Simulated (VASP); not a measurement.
A run of VASP 6.6.1 is set up as follows.

File INCAR:

```
PREC = Accurate
ENCUT = 520
EDIFF = 1E-6
ISMEAR = -1
SIGMA = 0.05
LREAL = F
LASPH = T
NELM = 100
ALGO = Normal
ISIF = 2
LWAVE = F
LCHARG = F
GGA = PS
NBANDS = 28
```

Contents of KPOINTS:

```
Automatic mesh
0
Gamma
  7 7 7
```

POSCAR

```
BaTiO3
1.0
    3.9555936878      0.0000000000      0.0000000000
    0.0000000000      3.9555936878      0.0000000000
    0.0000000000      0.0000000000      4.0433881348
Ba Ti O
1 1 3
Direct
    0.0000000000      0.0000000000     -0.0018746643
    0.5000000000      0.5000000000      0.4829250614
    0.0000000000      0.5000000000      0.5170861114
    0.5000000000      0.0000000000      0.5170861114
    0.5000000000      0.5000000000      0.0277773801
```

Potentials or basis: VASP PAW PBE potentials, release 64 (Ba_sv, Ti_sv, O).

The run is started by

```console
$ cat potpaw_PBE.64/Ba_sv/POTCAR potpaw_PBE.64/Ti_sv/POTCAR potpaw_PBE.64/O/POTCAR > POTCAR
$ mpirun -np 1 vasp_std > vasp.out
```

Task: Predict the band gap on the k mesh.

Result: 1.90 eV, indirect (least direct gap 2.19 eV).

Task: Predict the pressure.

Result: 2.0 GPa.

Forces in eV/Å, atoms in the order of the input:
```
Ba   0.000  0.000  0.034
Ti   0.000  0.000  0.053
O    0.000  0.000 -0.017
O    0.000  0.000 -0.017
O    0.000  0.000 -0.054
```

Caveat: the PAW data sets were made with another functional, which shifts forces and pressure a little; spin-orbit coupling is left out, which moves the levels of the heavy elements. A hybrid or GW would open this gap; PBEsol tends to underestimate it.
